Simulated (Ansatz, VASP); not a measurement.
## W: VASP beside Ansatz

```xyz
1
Lattice="0.0000 1.9886 1.9886 1.9886 0.0000 1.9886 1.9886 1.9886 0.0000" Properties=species:S:1:pos:R:3 pbc="T T T"
W     0.0000    0.0000    0.0000
```

Change from the starting cell: volume scaled by 0.94.

Alike in both runs: task single point; functional PBE; k mesh 14 × 14 × 14; occupations fermi-dirac, width 0.05 eV; no spin polarisation.

|  | VASP | Ansatz |
| --- | --- | --- |
| version | VASP 6.6.1 | Ansatz 0.2.0 |
| potentials or method | VASP PAW PBE potentials, release 64 (W_sv), cutoff 520 eV | all-electron LAPW, scalar-relativistic |

|  | VASP | Ansatz | Ansatz less VASP |
| --- | --- | --- | --- |
| pressure (GPa) | 14.7 | 14.0 | -0.67 |

Ansatz ran all-electron here, and VASP with PAW potentials.

Neither program's run includes spin-orbit coupling.
